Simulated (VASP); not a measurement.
CsI:

```
CELL_PARAMETERS angstrom
4.53605 0.00000 0.00000
0.00000 4.53605 0.00000
0.00000 0.00000 4.53605
ATOMIC_POSITIONS crystal
Cs 0.00000 0.00000 0.00000
I 0.50000 0.50000 0.50000
```

Base run:

```yaml
Program: VASP 6.6.1
Functional: PBEsol
Potentials_or_basis: VASP PAW PBE potentials, release 64 (Cs_sv, I)
Cutoff: 500 eV
k_mesh: 6 × 6 × 6
Occupations: fermi-dirac, width 0.05 eV
Spin: no spin polarisation
```

Its results: band gap on the k mesh 3.77 eV (least direct gap 3.85 eV); pressure -0.2 GPa.

The run is repeated on the same cell with these changes: functional from PBEsol to BLYP. What comes out?

Band gap on the k mesh 4.04 eV (least direct gap 4.12 eV); pressure 2.4 GPa.

BLYP binds less tightly than PBEsol, so the same cell stands under more pressure.

Caveats: the PAW data sets were made with another functional, which shifts forces and pressure a little; spin-orbit coupling is left out, which moves the levels of the heavy elements.

A k mesh can miss the band edges.
